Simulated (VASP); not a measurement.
# Ge (Pm-3m) in VASP: notebook

Runs on Ge. Level: LDA. Tasks: single point, relaxation of cell and atoms.

Everything below comes from runs of VASP 6.6.1. Logs are shortened: lines on timing, memory, paths and dates and some standing lists are left out, and cuts for length are marked.

## 1. The cell of the first run

The structure is cubic, space group Pm-3m (No. 221). Conventional cell: a = 2.749 Å, b = 2.749 Å, c = 2.749 Å, α = 90.00°, β = 90.00°, γ = 90.00°. Ge (site symmetry m-3m) has 6 Ge at 2.75 Å within 3.6 Å.

## 2. Single point, LDA

INCAR reads:

```
SYSTEM = Ge
ALGO = Normal ; EDIFF = 1E-7
ENCUT = 520 ; GGA = CA
ISIF = 2 ; ISMEAR = -1
LASPH = .True. ; LCHARG = .True.
LELF = .True. ; LREAL = .False.
LVHAR = .True. ; LWAVE = .False.
NBANDS = 13 ; NELM = 60
PREC = Accurate ; SIGMA = 0.1
```

KPOINTS reads:

```
k-points
0
Gamma
  13 13 13
  0 0 0
```

POSCAR reads:

```
Ge
1.0
    2.7485346199      0.0000000000      0.0000000000
    0.0000000000      2.7485346199      0.0000000000
    0.0000000000      0.0000000000      2.7485346199
Ge
1
Direct
    0.0000000000      0.0000000000      0.0000000000
```

Potentials or basis: VASP PAW LDA potentials, release 64 (Ge_d).

Run with:

```bash
cat potpaw_LDA.64/Ge_d/POTCAR > POTCAR
mpirun -np 1 vasp_std > vasp.out
```

OUTCAR:

```text
SYSTEM = Ge
   EDIFF = 1E-7
   ENCUT = 520
   GGA = CA
   ISIF = 2
   ISMEAR = -1
   LASPH = .True.
   LREAL = .False.
   NELM = 60
   PREC = Accurate

 ion  position               nearest neighbor table
   1  0.000  0.000  0.000-

  LATTYP: Found a simple cubic cell.
 ALAT       =     2.7485346199

  Lattice vectors:

 A1 = (   2.7485346199,   0.0000000000,   0.0000000000)
 A2 = (   0.0000000000,   2.7485346199,   0.0000000000)
 A3 = (   0.0000000000,   0.0000000000,   2.7485346199)

Analysis of symmetry for initial positions (statically):
=====================================================================
 Subroutine PRICEL returns:
 Original cell was already a primitive cell.

 Routine SETGRP: Setting up the symmetry group for a
 simple cubic supercell.

 Subroutine GETGRP returns: Found 48 space group operations
[... 9 lines left out ...]

 Routine SETGRP: Setting up the symmetry group for a
 simple cubic supercell.

 Subroutine GETGRP returns: Found 48 space group operations
[... 11 lines left out ...]
                                     Primitive cell

  volume of cell :      20.7636

  direct lattice vectors                    reciprocal lattice vectors
     2.748534620  0.000000000  0.000000000     0.363830236  0.000000000  0.000000000
     0.000000000  2.748534620  0.000000000     0.000000000  0.363830236  0.000000000
     0.000000000  0.000000000  2.748534620     0.000000000  0.000000000  0.363830236

  length of vectors
     2.748534620  2.748534620  2.748534620     0.363830236  0.363830236  0.363830236

  position of ions in fractional coordinates (direct lattice)
     0.000000000  0.000000000  0.000000000

  ion indices of the primitive-cell ions
   primitive index   ion index
                 1           1

----------------------------------------------------------------------------------------

 KPOINTS: k-points

Automatic generation of k-mesh.
 Grid dimensions read from file:
 generate k-points for:   13   13   13

 Generating k-lattice:

  Cartesian coordinates                     Fractional coordinates (reciprocal lattice)
     0.027986941  0.000000000  0.000000000     0.076923077  0.000000000  0.000000000
     0.000000000  0.027986941  0.000000000     0.000000000  0.076923077  0.000000000
     0.000000000  0.000000000  0.027986941     0.000000000  0.000000000  0.076923077

  Length of vectors
     0.027986941  0.027986941  0.027986941

  Shift w.r.t. Gamma in fractional coordinates (k-lattice)
     0.000000000  0.000000000  0.000000000

[... 49 lines left out ...]
   NELM   =     60;   NELMIN=  2; NELMDL= -5     # of ELM steps
   EDIFF  = 0.1E-06   stopping-criterion for ELM
   LREAL  =      F    real-space projection
   EDIFFG = 0.1E-05   stopping-criterion for IOM
   NSW    =      0    number of steps for IOM
   IBRION =     -1    ionic relax: 0-MD 1-quasi-New 2-CG
   NFREE  =      0    steps in history (QN), initial steepest desc. (CG)
   ISIF   =      2    stress and relaxation
   ISYM   =      2    0-nonsym 1-usesym 2-fastsym
   POTIM  = 0.5000    time-step for ionic-motion
   TEBEG  =    0.0;   TEEND  =   0.0 temperature during run
   PSTRESS=    0.0 pullay stress
   NELECT =      14.0000    total number of electrons
   NUPDOWN=      -1.0000    fix difference up-down
   EMIN   =  10.00;   EMAX   =-10.00  energy-range for DOS
   EFERMI =   0.00;   METHOD = LEGACY
   ISMEAR =    -1;   SIGMA  =   0.10  broadening in eV -4-tet -1-fermi 0-gaus
   EFERMI_NEDOS =   21; number of points for ismear=-14 and -15
   IALGO  =     38    algorithm
   IMIX   =      4    mixing-type and parameters
     AMIX     =   0.40;   BMIX     =  1.00
     AMIX_MAG =   1.60;   BMIX_MAG =  1.00
  volume/ion in A,a.u.               =      20.76       140.12
  Fermi-wavevector in a.u.,A,eV,Ry     =   1.435543  2.712783 28.038676  2.060785
  Thomas-Fermi vector in A             =   2.554830
   LORBIT       =      0    0 simple, 1 ext, 2 COOP (PROOUT), +10 PAW based schemes
   GGA     = CA    functional components
   LHFCALC =     F    Hartree Fock is set to
   AEXX    =    0.0000 exact exchange contribution
   IVDW    =     0    specifies the selected vdW correction
   LEPSILON=     F    determine dielectric tensor
   LRPA    =     F    only Hartree local field effects (RPA)
 non-spin polarized calculation
  energy-cutoff  :      520.00
  volume of cell :       20.76
 maximum number of plane-waves:       587
   NGX = 11   NGY = 11   NGZ = 11

 number of electron      14.0000024 magnetization

 Free energy of the ion-electron system (eV)
  ---------------------------------------------------
  ext. energy  EPLUGINS =         0.00000000
  ---------------------------------------------------
  free energy    TOTEN  =        -4.95670289 eV

  energy without entropy =       -4.94169467  energy(sigma->0) =       -4.94919878

 E-fermi :   5.2604     XC(G=0): -10.9918

 val. band max:        5.2389968662   @ k =   0.4615   0.4615   0.3846
 cond. band min:       5.2945890666   @ k =   0.2308   0.0000   0.0000
 fundamental gap:      0.0555922005
 Fermi energy:         5.2603822426

 k-point     1 :       0.0000    0.0000    0.0000
  band No.  band energies     occupation
      1     -19.4977      2.00000
      2     -19.4977      2.00000
      3     -19.2816      2.00000
      4     -19.2816      2.00000
      5     -19.2816      2.00000
      6      -7.1931      2.00000
      7      11.5124      0.00000
      8      11.5124      0.00000
      9      11.5124      0.00000
     10      15.1885      0.00000
     11      15.1885      0.00000
     12      17.1627      0.00000
     13      33.1052      0.00000
[... 354 lines left out ...]
  band No.  band energies     occupation
      1     -19.4252      2.00000
      2     -19.3825      2.00000
      3     -19.3262      2.00000
      4     -19.3142      2.00000
      5     -19.2813      2.00000
      6      -2.8661      2.00000
      7       2.9406      2.00000
      8       5.6029      0.06304
      9      12.4101      0.00000
     10      15.1444      0.00000
     11      20.2543      0.00000
     12      23.8134      0.00000
     13      24.3781      0.00000

 [... further k-points ...]
[... 5 lines left out ...]
  --------------------------------------------------------------------------------------
  -------------------------------------------------------------------------------------
  Total       -0.9376941     -0.9376941     -0.9376941      0.0000000     -0.0000000      0.0000000
  in kB      -72.3549303    -72.3549303    -72.3549303      0.0000000     -0.0000000      0.0000000
  external PRESSURE =     -72.3549303 kB  Pullay stress =       0.0000000 kB

 VOLUME and BASIS-vectors are now :
 -----------------------------------------------------------------------------
  energy-cutoff  :      520.00
  volume of cell :       20.76
      direct lattice vectors                 reciprocal lattice vectors
     2.748534620  0.000000000  0.000000000     0.363830236  0.000000000  0.000000000
     0.000000000  2.748534620  0.000000000     0.000000000  0.363830236  0.000000000
     0.000000000  0.000000000  2.748534620     0.000000000  0.000000000  0.363830236

 POSITION                                       TOTAL-FORCE (eV/Angst)
 -----------------------------------------------------------------------------------
      0.00000      0.00000      0.00000         0.000000      0.000000      0.000000
 -----------------------------------------------------------------------------------
    total drift:                                0.000000      0.000000      0.000000

  FREE ENERGIE OF THE ION-ELECTRON SYSTEM (eV)
  ---------------------------------------------------
  free  energy   TOTEN  =        -4.9567028850 eV

  energy  without entropy=       -4.9416946735  energy(sigma->0) =       -4.94919878
```

stdout:

```text
POSCAR found type information on POSCAR Ge
 POSCAR found :  1 types and       1 ions
 scaLAPACK will be used
 LDA part: xc-table for (Slater(with rela. corr.)+CA(PZ))
 , standard interpolation
 POSCAR, INCAR and KPOINTS ok, starting setup
 FFT: planning ... GRIDC
 FFT: planning ... GRID_SOFT
 FFT: planning ... GRID
 WAVECAR not read
 entering main loop
```

It took 9.5 s on 1 thread of Intel Xeon 6975P-C, shared host; peak memory 0.13 GiB.

What came out:

```
Free energy            : -4.9567 eV
Pressure               : -7.2 GPa
Band gap on the k mesh : zero (band 7 reaches 11.51 eV, above the bottom of band 8 at 3.06 eV)
```

## 3. Relaxation of cell and atoms, LDA

INCAR reads:

```
PREC     = Accurate       # precision mode
ENCUT    = 600            # plane-wave cutoff, eV
EDIFF    = 1E-7           # SCF threshold, eV
ISMEAR   = -1             # smearing method
SIGMA    = 0.1            # smearing width, eV
LREAL    = False          # projectors in reciprocal space
LASPH    = True           # aspherical terms in the spheres
NELM     = 60             # most SCF steps
ALGO     = Normal         # electronic algorithm
ISIF     = 3              # what is computed and relaxed
LWAVE    = False          # write WAVECAR
LCHARG   = False          # write CHGCAR
IBRION   = 2              # ionic algorithm
NSW      = 80             # ionic steps
EDIFFG   = -0.01          # ionic threshold
```

KPOINTS reads:

```
Automatic mesh
0
Gamma
  11 11 11
```

POSCAR reads:

```
Ge
1.0
    2.7491475330      0.0000000000      0.0000000000
    0.0000000000      2.7491475330      0.0000000000
    0.0000000000      0.0000000000      2.7491475330
Ge
1
Direct
    0.0000000000      0.0000000000      0.0000000000
```

Potentials or basis: VASP PAW LDA potentials, release 64 (Ge_d).

Run with:

```bash
cat potpaw_LDA.64/Ge_d/POTCAR > POTCAR
mpirun -np 1 vasp_std > vasp.out
```

Run time: 17 s. Hardware: 1 thread of Intel Xeon 6975P-C, shared host; peak memory 0.14 GiB.

Results (log left out):

```
Free energy                            : -4.9944 eV
Relaxed volume                         : 18.57 Å³/atom
Relaxed cell                           : a = 2.648 Å, b = 2.648 Å, c = 2.648 Å, α = 90.00°, β = 90.00°, γ = 90.00°
Space group after relaxing (to 0.05 Å) : Pm-3m (No. 221)
Energy gained by relaxing              : 53.7 meV/atom
Ionic steps                            : 3
Pressure after relaxing                : 0.1 GPa
Band gap on the k mesh                 : zero (band 7 reaches 13.28 eV, above the bottom of band 8 at 4.09 eV)
```

Step by step:
```tsv
step	energy change (eV)	largest force (eV/Å)	pressure (GPa)	volume (Å³)
1	0.0000	0.0000	-7.09	20.78
2	-0.0510	0.0000	2.02	18.13
3	-0.0537	0.0000	0.07	18.57
```

Final structure:
```xyz
1
Lattice="2.6480 0.0000 0.0000 0.0000 2.6480 0.0000 0.0000 0.0000 2.6480" Properties=species:S:1:pos:R:3 pbc="T T T"
Ge    0.0000    0.0000    0.0000
```

Levels at points of the mesh, in eV from the Fermi level:
```
           k point  band 5  band 6  band 7  band 8  band 9  band 10
(0.00, 0.00, 0.00)  -24.38  -13.16    7.04    7.04    7.04    10.54
```
